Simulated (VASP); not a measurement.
Ba2Be:

```
CELL_PARAMETERS angstrom
0.00000 3.93608 3.93608
3.93608 0.00000 3.93608
3.93608 3.93608 0.00000
ATOMIC_POSITIONS crystal
Ba 0.25000 0.25000 0.25000
Ba 0.75000 0.75000 0.75000
Be 0.50000 0.50000 0.50000
```

The cell was generated, and may not be a known phase.

- Program: VASP 6.6.1
- Task: relaxation of cell and atoms
- Functional: PBE
- Potentials or basis: VASP PAW PBE potentials, release 64 (Ba_sv, Be)
- Cutoff: 600 eV
- k mesh: 10 × 10 × 10
- Occupations: gaussian, width 0.1 eV
- Spin: no spin polarisation

At the start: pressure 0.8 GPa; volume 40.65 Å³/atom.

Where does the relaxation end?

Over 3 steps the energy falls by 5.1 meV/atom and the volume is 42.88 Å³/atom (+5.5 %); space group Fm-3m (No. 225, to 0.1 Å) before and after.

Step by step:
| step | energy change (eV) | largest force (eV/Å) | pressure (GPa) | volume (Å³) |
| --- | --- | --- | --- | --- |
| 1 | 0.0000 | 0.0000 | 0.81 | 121.96 |
| 2 | -0.0127 | 0.0000 | 0.32 | 125.62 |
| 3 | -0.0154 | 0.0000 | -0.03 | 128.64 |

Final structure:
```
CELL_PARAMETERS angstrom
0.00000 4.00663 4.00663
4.00663 0.00000 4.00663
4.00663 4.00663 0.00000
ATOMIC_POSITIONS crystal
Ba 0.25000 0.25000 0.25000
Ba 0.75000 0.75000 0.75000
Be 0.50000 0.50000 0.50000
```
